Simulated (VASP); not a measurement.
# MgO (l.b) (Fm-3m) in VASP: notebook

MgO (l.b) is run at these levels: LDA; tasks: single point.

Everything below comes from runs of VASP 6.6.1. Logs are shortened: lines on timing, memory, paths and dates and some standing lists are left out, and cuts for length are marked.

**1. The cell of the first run**

The structure is cubic, space group Fm-3m (No. 225). Conventional cell: a = 4.161 Å, b = 4.161 Å, c = 4.161 Å, α = 90.00°, β = 90.00°, γ = 90.00°. Within 2.8 Å of Mg (site symmetry m-3m) lie 6 O at 2.08 Å. Within 2.8 Å of O (site symmetry m-3m) lie 6 Mg at 2.08 Å.

**2. Single point, LDA**

Contents of INCAR:

```
PREC = Accurate ; ENCUT = 600
EDIFF = 1E-6 ; ISMEAR = 0
SIGMA = 0.02 ; LREAL = F
LASPH = T ; NELM = 120
ALGO = Normal ; ISIF = 2
LWAVE = F ; LCHARG = F
NBANDS = 11 ; GGA_COMPAT = F
```

Contents of KPOINTS:

```
regular mesh
0
Gamma
  10 10 10
```

Contents of POSCAR:

```
MgO
1.0
    0.0000000000      2.0803236594      2.0803236594
    2.0803236594      0.0000000000      2.0803236594
    2.0803236594      2.0803236594      0.0000000000
Mg O
1 1
Direct
    0.0000000000      0.0000000000      0.0000000000
    0.5000000000      0.5000000000      0.5000000000
```

Potentials or basis: VASP PAW LDA potentials, release 64 (Mg, O).

Started as:

```sh
$ cat potpaw_LDA.64/Mg/POTCAR potpaw_LDA.64/O/POTCAR > POTCAR
$ mpirun -np 1 vasp_std > vasp.out
```

OUTCAR:

```text
PREC = Accurate
   ENCUT = 600
   EDIFF = 1E-6
   ISMEAR = 0
   LREAL = F
   LASPH = T
   NELM = 120
   ISIF = 2

 ion  position               nearest neighbor table
   1  0.000  0.000  0.000-   2 2.08   2 2.08   2 2.08   2 2.08   2 2.08   2 2.08
   2  0.500  0.500  0.500-   1 2.08   1 2.08   1 2.08   1 2.08   1 2.08   1 2.08

  LATTYP: Found a face centered cubic cell.
 ALAT       =     4.1606473188

  Lattice vectors:

 A1 = (   0.0000000000,   2.0803236594,   2.0803236594)
 A2 = (   2.0803236594,   0.0000000000,   2.0803236594)
 A3 = (   2.0803236594,   2.0803236594,   0.0000000000)

Analysis of symmetry for initial positions (statically):
=====================================================================
 Subroutine PRICEL returns:
 Original cell was already a primitive cell.

 Routine SETGRP: Setting up the symmetry group for a
 face centered cubic supercell.

 Subroutine GETGRP returns: Found 48 space group operations
 (whereof 48 operations were pure point group operations)
 out of a pool of 48 trial point group operations.

The static configuration has the point symmetry O_h .

Analysis of symmetry for dynamics (positions and initial velocities):
=====================================================================
 Subroutine PRICEL returns:
 Original cell was already a primitive cell.

 Routine SETGRP: Setting up the symmetry group for a
 face centered cubic supercell.

 Subroutine GETGRP returns: Found 48 space group operations
 (whereof 48 operations were pure point group operations)
 out of a pool of 48 trial point group operations.

The dynamic configuration has the point symmetry O_h .

 Subroutine INISYM returns: Found 48 space group operations
 (whereof 48 operations are pure point group operations),
 and found     1 'primitive' translations

----------------------------------------------------------------------------------------

                                     Primitive cell

  volume of cell :      18.0062

  direct lattice vectors                    reciprocal lattice vectors
     0.000000000  2.080323659  2.080323659    -0.240347216  0.240347216  0.240347216
     2.080323659  0.000000000  2.080323659     0.240347216 -0.240347216  0.240347216
     2.080323659  2.080323659  0.000000000     0.240347216  0.240347216 -0.240347216

  length of vectors
     2.942021933  2.942021933  2.942021933     0.416293590  0.416293590  0.416293590

  position of ions in fractional coordinates (direct lattice)
     0.000000000  0.000000000  0.000000000
[... 87 lines left out ...]
   TEBEG  =    0.0;   TEEND  =   0.0 temperature during run
   PSTRESS=    0.0 pullay stress
   NELECT =       8.0000    total number of electrons
   NUPDOWN=      -1.0000    fix difference up-down
   EMIN   =  10.00;   EMAX   =-10.00  energy-range for DOS
   EFERMI =   0.00;   METHOD = LEGACY
   ISMEAR =     0;   SIGMA  =   0.02  broadening in eV -4-tet -1-fermi 0-gaus
   EFERMI_NEDOS =   21; number of points for ismear=-14 and -15
   IALGO  =     38    algorithm
   IMIX   =      4    mixing-type and parameters
     AMIX     =   0.40;   BMIX     =  1.00
     AMIX_MAG =   1.60;   BMIX_MAG =  1.00
  volume/ion in A,a.u.               =       9.00        60.76
  Fermi-wavevector in a.u.,A,eV,Ry     =   1.249196  2.360638 21.231764  1.560491
  Thomas-Fermi vector in A             =   2.383248
   LORBIT       =      0    0 simple, 1 ext, 2 COOP (PROOUT), +10 PAW based schemes
   GGA     = CA    functional components
   LHFCALC =     F    Hartree Fock is set to
   AEXX    =    0.0000 exact exchange contribution
   IVDW    =     0    specifies the selected vdW correction
   LEPSILON=     F    determine dielectric tensor
   LRPA    =     F    only Hartree local field effects (RPA)
 non-spin polarized calculation
 Gauss-broadening in eV      SIGMA  =   0.02
  energy-cutoff  :      600.00
  volume of cell :       18.01
 maximum number of plane-waves:       620
   NGX = 11   NGY = 11   NGZ = 11

 number of electron       8.0000001 magnetization

 Free energy of the ion-electron system (eV)
  ---------------------------------------------------
  ext. energy  EPLUGINS =         0.00000000
  ---------------------------------------------------
  free energy    TOTEN  =       -13.44802704 eV

  energy without entropy =      -13.44802704  energy(sigma->0) =      -13.44802704

 E-fermi :   3.3841     XC(G=0): -11.7706

 val. band max:        3.1634132354   @ k =   0.0000   0.0000   0.0000
 cond. band min:       8.1891675569   @ k =   0.0000   0.0000   0.0000
 fundamental gap:      5.0257543216
 Fermi energy:         3.3840682111

 k-point     1 :       0.0000    0.0000    0.0000
  band No.  band energies     occupation
      1     -14.0351      2.00000
      2       3.1634      2.00000
      3       3.1634      2.00000
      4       3.1634      2.00000
      5       8.1892      0.00000
      6      18.8912      0.00000
      7      18.8912      0.00000
      8      18.8912      0.00000
      9      23.0131      0.00000
     10      24.7028      0.00000
     11      24.7028      0.00000
[... 309 lines left out ...]
 k-point    24 :       0.4000    0.3000    0.0000
  band No.  band energies     occupation
      1     -12.6470      2.00000
      2      -0.5878      2.00000
      3       1.7792      2.00000
      4       2.0134      2.00000
      5      12.8631      0.00000
      6      13.2936      0.00000
      7      16.8801      0.00000
      8      21.5073      0.00000
      9      21.7244      0.00000
     10      28.1877      0.00000
     11      30.5999      0.00000

 [... further k-points ...]

------------------------ aborting loop because EDIFF is reached ----------------------------------------

  FORCE on cell =-STRESS in cart. coord.  units (eV):
  Direction    XX          YY          ZZ          XY          YZ          ZX
  --------------------------------------------------------------------------------------
  -------------------------------------------------------------------------------------
  Total       -0.2398557     -0.2398557     -0.2398557      0.0000000      0.0000000     -0.0000000
  in kB      -21.3421393    -21.3421393    -21.3421393      0.0000000      0.0000000     -0.0000000
  external PRESSURE =     -21.3421393 kB  Pullay stress =       0.0000000 kB

 VOLUME and BASIS-vectors are now :
 -----------------------------------------------------------------------------
  energy-cutoff  :      600.00
  volume of cell :       18.01
      direct lattice vectors                 reciprocal lattice vectors
     0.000000000  2.080323659  2.080323659    -0.240347216  0.240347216  0.240347216
     2.080323659  0.000000000  2.080323659     0.240347216 -0.240347216  0.240347216
     2.080323659  2.080323659  0.000000000     0.240347216  0.240347216 -0.240347216

 POSITION                                       TOTAL-FORCE (eV/Angst)
 -----------------------------------------------------------------------------------
      0.00000      0.00000      0.00000        -0.000000     -0.000000      0.000000
      2.08032      2.08032      2.08032         0.000000      0.000000      0.000000
 -----------------------------------------------------------------------------------
    total drift:                               -0.000000     -0.000000      0.000000

  FREE ENERGIE OF THE ION-ELECTRON SYSTEM (eV)
  ---------------------------------------------------
  free  energy   TOTEN  =       -13.4480270440 eV

  energy  without entropy=      -13.4480270440  energy(sigma->0) =      -13.44802704
```

OSZICAR:

```text
N       E                     dE             d eps       ncg     rms          rms(c)
DAV:   1     0.173346701451E+02    0.17335E+02   -0.49974E+03  1114   0.726E+02
DAV:   2    -0.143878078156E+02   -0.31722E+02   -0.30586E+02  1193   0.150E+02
DAV:   3    -0.150273233252E+02   -0.63952E+00   -0.63894E+00  1235   0.192E+01
DAV:   4    -0.150288028078E+02   -0.14795E-02   -0.14795E-02  1136   0.102E+00
DAV:   5    -0.150288072026E+02   -0.43947E-05   -0.43947E-05  1223   0.526E-02    0.708E+00
DAV:   6    -0.135098894591E+02    0.15189E+01   -0.85415E+00  1076   0.161E+01    0.220E+00
DAV:   7    -0.134722113818E+02    0.37678E-01   -0.59833E-02  1130   0.219E+00    0.129E+00
DAV:   8    -0.134485195255E+02    0.23692E-01   -0.29428E-02  1094   0.177E+00    0.228E-01
DAV:   9    -0.134481724735E+02    0.34705E-03   -0.41149E-04  1178   0.150E-01    0.136E-01
DAV:  10    -0.134480275514E+02    0.14492E-03   -0.39164E-04  1100   0.164E-01    0.583E-03
DAV:  11    -0.134480270440E+02    0.50740E-06   -0.40861E-06  1163   0.117E-02
   1 F= -.13448027E+02 E0= -.13448027E+02  d E =-.463972E-57
```

It took 11 s on 1 thread of Intel Xeon 8259CL, shared host; peak memory 0.13 GiB.

What came out:

- Free energy: -13.4480 eV
- Pressure: -2.1 GPa
- Band gap on the k mesh: 5.03 eV, direct

**3. Single point, LDA**

Contents of INCAR:

```
SYSTEM = MgO
ALGO = Normal
EDIFF = 1E-6
ENCUT = 600
GGA_COMPAT = .FALSE.
ISIF = 2
ISMEAR = 0
LASPH = .TRUE.
LCHARG = .TRUE.
LELF = .TRUE.
LREAL = .FALSE.
LVHAR = .TRUE.
LWAVE = .FALSE.
NBANDS = 11
NELM = 120
PREC = Accurate
SIGMA = 0.02
```

Contents of KPOINTS:

```
k-points
0
G
  10 10 10
  0 0 0
```

POSCAR is that of step 2.

Potentials or basis: VASP PAW LDA potentials, release 64 (Mg, O).

Started as:

```sh
$ cat potpaw_LDA.64/Mg/POTCAR potpaw_LDA.64/O/POTCAR > POTCAR
$ mpirun -np 1 vasp_std > vasp.out
```

OUTCAR:

```text
SYSTEM = MgO
   EDIFF = 1E-6
   ENCUT = 600
   ISIF = 2
   ISMEAR = 0
   LASPH = .TRUE.
   LREAL = .FALSE.
   NELM = 120
   PREC = Accurate

 ion  position               nearest neighbor table
   1  0.000  0.000  0.000-   2 2.08   2 2.08   2 2.08   2 2.08   2 2.08   2 2.08
   2  0.500  0.500  0.500-   1 2.08   1 2.08   1 2.08   1 2.08   1 2.08   1 2.08

  LATTYP: Found a face centered cubic cell.
 ALAT       =     4.1606473188

  Lattice vectors:

 A1 = (   0.0000000000,   2.0803236594,   2.0803236594)
 A2 = (   2.0803236594,   0.0000000000,   2.0803236594)
[... 514 lines left out ...]
      8      21.5073      0.00000
      9      21.7244      0.00000
     10      28.1877      0.00000
     11      30.5999      0.00000

 [... further k-points ...]
[... 5 lines left out ...]
  --------------------------------------------------------------------------------------
  -------------------------------------------------------------------------------------
  Total       -0.2398557     -0.2398557     -0.2398557      0.0000000      0.0000000     -0.0000000
  in kB      -21.3421393    -21.3421393    -21.3421393      0.0000000      0.0000000     -0.0000000
  external PRESSURE =     -21.3421393 kB  Pullay stress =       0.0000000 kB

 VOLUME and BASIS-vectors are now :
 -----------------------------------------------------------------------------
  energy-cutoff  :      600.00
  volume of cell :       18.01
      direct lattice vectors                 reciprocal lattice vectors
     0.000000000  2.080323659  2.080323659    -0.240347216  0.240347216  0.240347216
     2.080323659  0.000000000  2.080323659     0.240347216 -0.240347216  0.240347216
     2.080323659  2.080323659  0.000000000     0.240347216  0.240347216 -0.240347216

 POSITION                                       TOTAL-FORCE (eV/Angst)
 -----------------------------------------------------------------------------------
      0.00000      0.00000      0.00000        -0.000000     -0.000000      0.000000
      2.08032      2.08032      2.08032         0.000000      0.000000      0.000000
 -----------------------------------------------------------------------------------
    total drift:                               -0.000000     -0.000000      0.000000

  FREE ENERGIE OF THE ION-ELECTRON SYSTEM (eV)
  ---------------------------------------------------
  free  energy   TOTEN  =       -13.4480270440 eV

  energy  without entropy=      -13.4480270440  energy(sigma->0) =      -13.44802704
```

stdout:

```text
POSCAR found type information on POSCAR MgO
 POSCAR found :  2 types and       2 ions
 scaLAPACK will be used
 LDA part: xc-table for (Slater(with rela. corr.)+CA(PZ))
 , standard interpolation
 POSCAR, INCAR and KPOINTS ok, starting setup
 FFT: planning ... GRIDC
 FFT: planning ... GRID_SOFT
 FFT: planning ... GRID
 WAVECAR not read
 entering main loop
```

Wall time 12 s (1 thread of Intel Xeon 8259CL, shared host); peak memory 0.14 GiB.

What came out:

```yaml
Free_energy: -13.4480 eV
Pressure: -2.1 GPa
Band_gap_on_the_k_mesh: 5.03 eV, direct
```

As with any semilocal functional, this LDA gap is likely too small.
